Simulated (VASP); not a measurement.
# NaI (Imm2) in VASP: a series of runs, part 2 of 2

VASP 6.6.1. Earlier steps stand in the parts before.

## Step 3: Single point, PBEsol

The input, INCAR:

```
SYSTEM = NaI
PREC = Accurate
ENCUT = 520
EDIFF = 1E-6
ISMEAR = 0
SIGMA = 0.01
LREAL = .False.
LASPH = .True.
NELM = 80
ALGO = Normal
ISIF = 2
LWAVE = .False.
LCHARG = .False.
GGA = PS
NBANDS = 14
```

The input, KPOINTS:

```
Automatic mesh
0
Gamma
  4 4 4
  0 0 0
```

The input, POSCAR:

```
NaI
1.0
    0.0000000000      3.2364000000      3.2364000000
    3.2364000000      0.0000000000      3.2364000000
    3.2364000000      3.2364000000      0.0000000000
Na I
1 1
Direct
    0.0000000000      0.0000000000      0.0000000000
    0.5400000000      0.5000000000      0.5000000000
```

Potentials or basis: VASP PAW PBE potentials, release 64 (Na_pv, I).

Command:

```console
$ cat potpaw_PBE.64/Na_pv/POTCAR potpaw_PBE.64/I/POTCAR > POTCAR
$ mpirun -np 1 vasp_std > vasp.out
```

OUTCAR:

```text
SYSTEM = NaI
   PREC = Accurate
   ENCUT = 520
   EDIFF = 1E-6
   ISMEAR = 0
   LREAL = .False.
   LASPH = .True.
   NELM = 80
   ISIF = 2
   GGA = PS

 ion  position               nearest neighbor table
   1  0.000  0.000  0.000-   2 3.11   2 3.11
   2  0.540  0.500  0.500-   1 3.11   1 3.11

  LATTYP: Found a face centered cubic cell.
 ALAT       =     6.4728000000

  Lattice vectors:

 A1 = (   0.0000000000,   3.2364000000,   3.2364000000)
 A2 = (   3.2364000000,   0.0000000000,   3.2364000000)
 A3 = (   3.2364000000,   3.2364000000,   0.0000000000)

Analysis of symmetry for initial positions (statically):
=====================================================================
 Subroutine PRICEL returns:
 Original cell was already a primitive cell.

 Routine SETGRP: Setting up the symmetry group for a
 face centered cubic supercell.

 Subroutine GETGRP returns: Found  4 space group operations
 (whereof  4 operations were pure point group operations)
 out of a pool of 48 trial point group operations.

The static configuration has the point symmetry C_2v.

Analysis of symmetry for dynamics (positions and initial velocities):
=====================================================================
 Subroutine PRICEL returns:
 Original cell was already a primitive cell.

 Routine SETGRP: Setting up the symmetry group for a
 face centered cubic supercell.

 Subroutine GETGRP returns: Found  4 space group operations
 (whereof  4 operations were pure point group operations)
 out of a pool of 48 trial point group operations.

The dynamic configuration has the point symmetry C_2v.

 Subroutine INISYM returns: Found  4 space group operations
 (whereof  4 operations are pure point group operations),
 and found     1 'primitive' translations

----------------------------------------------------------------------------------------

                                     Primitive cell

  volume of cell :      67.7980

  direct lattice vectors                    reciprocal lattice vectors
     0.000000000  3.236400000  3.236400000    -0.154492646  0.154492646  0.154492646
     3.236400000  0.000000000  3.236400000     0.154492646 -0.154492646  0.154492646
     3.236400000  3.236400000  0.000000000     0.154492646  0.154492646 -0.154492646

  length of vectors
     4.576960773  4.576960773  4.576960773     0.267589113  0.267589113  0.267589113

  position of ions in fractional coordinates (direct lattice)
     0.000000000  0.000000000  0.000000000
     0.540000000  0.500000000  0.500000000

  ion indices of the primitive-cell ions
   primitive index   ion index
                 1           1
                 2           2

----------------------------------------------------------------------------------------

 KPOINTS: Automatic mesh

Automatic generation of k-mesh.
 Grid dimensions read from file:
 generate k-points for:    4    4    4

 Generating k-lattice:

  Cartesian coordinates                     Fractional coordinates (reciprocal lattice)
    -0.038623162  0.038623162  0.038623162     0.250000000  0.000000000  0.000000000
     0.038623162 -0.038623162  0.038623162     0.000000000  0.250000000  0.000000000
     0.038623162  0.038623162 -0.038623162     0.000000000  0.000000000  0.250000000

  Length of vectors
     0.066897278  0.066897278  0.066897278

[... 30 lines left out ...]
   total plane-waves  NPLWV =  46656
   dimension x,y,z NGX =    36 NGY =   36 NGZ =   36
   dimension x,y,z NGXF=    72 NGYF=   72 NGZF=   72
   ions per type =               1   1
   NGX,Y,Z   is equivalent  to a cutoff of  13.08, 13.08, 13.08 a.u.
   NGXF,Y,Z  is equivalent  to a cutoff of  26.15, 26.15, 26.15 a.u.
 SYSTEM =  NaI
   PREC   = accura    normal or accurate (medium, high low for compatibility)
   ISTART =      0    job   : 0-new  1-cont  2-samecut
   ICHARG =      2    charge: 1-file 2-atom 10-const
   ISPIN  =      1    spin polarized calculation?
   LNONCOLLINEAR =      F non collinear calculations
   LSORBIT =      F    spin-orbit coupling
   LASPH  =      T    aspherical Exc in radial PAW
   ENCUT  =  520.0 eV  38.22 Ry    6.18 a.u.   8.51  8.51  8.51*2*pi/ulx,y,z
   NELM   =     80;   NELMIN=  2; NELMDL= -5     # of ELM steps
   EDIFF  = 0.1E-05   stopping-criterion for ELM
   LREAL  =      F    real-space projection
   EDIFFG = 0.1E-04   stopping-criterion for IOM
   NSW    =      0    number of steps for IOM
   IBRION =     -1    ionic relax: 0-MD 1-quasi-New 2-CG
   NFREE  =      0    steps in history (QN), initial steepest desc. (CG)
   ISIF   =      2    stress and relaxation
   ISYM   =      2    0-nonsym 1-usesym 2-fastsym
   POTIM  = 0.5000    time-step for ionic-motion
   TEBEG  =    0.0;   TEEND  =   0.0 temperature during run
   PSTRESS=    0.0 pullay stress
   NELECT =      14.0000    total number of electrons
   NUPDOWN=      -1.0000    fix difference up-down
   EMIN   =  10.00;   EMAX   =-10.00  energy-range for DOS
   EFERMI =   0.00;   METHOD = LEGACY
   ISMEAR =     0;   SIGMA  =   0.01  broadening in eV -4-tet -1-fermi 0-gaus
   EFERMI_NEDOS =   21; number of points for ismear=-14 and -15
   IALGO  =     38    algorithm
   IMIX   =      4    mixing-type and parameters
     AMIX     =   0.40;   BMIX     =  1.00
     AMIX_MAG =   1.60;   BMIX_MAG =  1.00
  volume/ion in A,a.u.               =      33.90       228.76
  Fermi-wavevector in a.u.,A,eV,Ry     =   0.967636  1.828567 12.739397  0.936319
  Thomas-Fermi vector in A             =   2.097538
   LORBIT       =      0    0 simple, 1 ext, 2 COOP (PROOUT), +10 PAW based schemes
   GGA     = PS    functional components
   LHFCALC =     F    Hartree Fock is set to
   AEXX    =    0.0000 exact exchange contribution
   IVDW    =     0    specifies the selected vdW correction
   LEPSILON=     F    determine dielectric tensor
   LRPA    =     F    only Hartree local field effects (RPA)
 non-spin polarized calculation
 Gauss-broadening in eV      SIGMA  =   0.01
  energy-cutoff  :      520.00
  volume of cell :       67.80
 maximum number of plane-waves:      1850
 NGX is ok and might be reduce to    36
   NGX = 17   NGY = 17   NGZ = 17

 number of electron      13.9999993 magnetization

 Free energy of the ion-electron system (eV)
  ---------------------------------------------------
  ext. energy  EPLUGINS =         0.00000000
  ---------------------------------------------------
  free energy    TOTEN  =        -5.64619099 eV

  energy without entropy =       -5.64619099  energy(sigma->0) =       -5.64619099

 E-fermi :   0.7896     XC(G=0):  -7.8381

 val. band max:        0.7208332480   @ k =   0.0000   0.0000   0.0000
 cond. band min:       4.2304128128   @ k =   0.0000   0.0000   0.0000
 fundamental gap:      3.5095795648
 Fermi energy:         0.7896400958

 k-point     1 :       0.0000    0.0000    0.0000
  band No.  band energies     occupation
      1     -21.5247      2.00000
      2     -21.5235      2.00000
      3     -21.5233      2.00000
      4     -10.3365      2.00000
      5       0.7078      2.00000
      6       0.7206      2.00000
      7       0.7208      2.00000
      8       4.2304      0.00000
      9       8.5619      0.00000
     10       8.5644      0.00000
     11       8.5796      0.00000
     12      10.4503      0.00000
     13      10.4656      0.00000
     14      10.9405      0.00000
[... 275 lines left out ...]
      1     -21.5276      2.00000
      2     -21.5268      2.00000
      3     -21.5252      2.00000
      4      -9.9341      2.00000
      5      -0.7222      2.00000
      6      -0.7101      2.00000
      7      -0.2243      2.00000
      8       6.5164      0.00000
      9       8.0704      0.00000
     10       8.0791      0.00000
     11       8.5429      0.00000
     12      12.5839      0.00000
     13      12.6221      0.00000
     14      13.4140      0.00000

------------------------ aborting loop because EDIFF is reached ----------------------------------------

  FORCE on cell =-STRESS in cart. coord.  units (eV):
  Direction    XX          YY          ZZ          XY          YZ          ZX
  --------------------------------------------------------------------------------------
  -------------------------------------------------------------------------------------
  Total       -0.1894012     -0.0616912     -0.0616912      0.0000000     -0.0253586     -0.0000000
  in kB       -4.4758624     -1.4578653     -1.4578653      0.0000000     -0.5992656     -0.0000000
  external PRESSURE =      -2.4638643 kB  Pullay stress =       0.0000000 kB

 VOLUME and BASIS-vectors are now :
 -----------------------------------------------------------------------------
  energy-cutoff  :      520.00
  volume of cell :       67.80
      direct lattice vectors                 reciprocal lattice vectors
     0.000000000  3.236400000  3.236400000    -0.154492646  0.154492646  0.154492646
     3.236400000  0.000000000  3.236400000     0.154492646 -0.154492646  0.154492646
     3.236400000  3.236400000  0.000000000     0.154492646  0.154492646 -0.154492646

 POSITION                                       TOTAL-FORCE (eV/Angst)
 -----------------------------------------------------------------------------------
      0.00000      0.00000      0.00000         0.000000      0.113164      0.113164
      3.23640      3.36586      3.36586         0.000000     -0.113164     -0.113164
 -----------------------------------------------------------------------------------
    total drift:                                0.000000     -0.000109     -0.000109

  FREE ENERGIE OF THE ION-ELECTRON SYSTEM (eV)
  ---------------------------------------------------
  free  energy   TOTEN  =        -5.6461909859 eV

  energy  without entropy=       -5.6461909859  energy(sigma->0) =       -5.64619099
```

OSZICAR:

```text
N       E                     dE             d eps       ncg     rms          rms(c)
DAV:   1     0.827080508983E+02    0.82708E+02   -0.66002E+03   504   0.886E+02
DAV:   2     0.544237406468E+00   -0.82164E+02   -0.77350E+02   540   0.221E+02
DAV:   3    -0.556332069765E+01   -0.61076E+01   -0.60672E+01   618   0.590E+01
DAV:   4    -0.571682770749E+01   -0.15351E+00   -0.15346E+00   660   0.964E+00
DAV:   5    -0.571956888875E+01   -0.27412E-02   -0.27411E-02   670   0.117E+00    0.140E+00
DAV:   6    -0.565605855172E+01    0.63510E-01   -0.68333E-02   618   0.194E+00    0.915E-01
DAV:   7    -0.564508339920E+01    0.10975E-01   -0.56042E-02   624   0.144E+00    0.536E-01
DAV:   8    -0.564622188935E+01   -0.11385E-02   -0.37385E-03   606   0.582E-01    0.102E-01
DAV:   9    -0.564618288366E+01    0.39006E-04   -0.13954E-04   678   0.132E-01    0.256E-02
DAV:  10    -0.564619056390E+01   -0.76802E-05   -0.23117E-05   630   0.527E-02    0.799E-03
DAV:  11    -0.564619098588E+01   -0.42198E-06   -0.31025E-06   660   0.186E-02
   1 F= -.56461910E+01 E0= -.56461910E+01  d E =-.426739E-24
```

Wall time 6.2 s (1 thread of Intel Xeon 6975P-C (Granite Rapids), shared host); peak memory 0.2 GiB.

What came out:

| Item | Value |
| --- | --- |
| Free energy | -5.6462 eV |
| Pressure | -0.2 GPa |
| Largest force | 0.160 eV/Å |
| Band gap on the k mesh | 3.51 eV, direct |

Forces on the atoms (eV/Å):
```
Na   0.000  0.113  0.113
I    0.000 -0.113 -0.113
```

Caveat: the k points lie up to 0.42 Å⁻¹ apart; the PAW data sets were made with another functional, which shifts forces and pressure a little; spin-orbit coupling is left out, which moves the levels of the heavy elements.
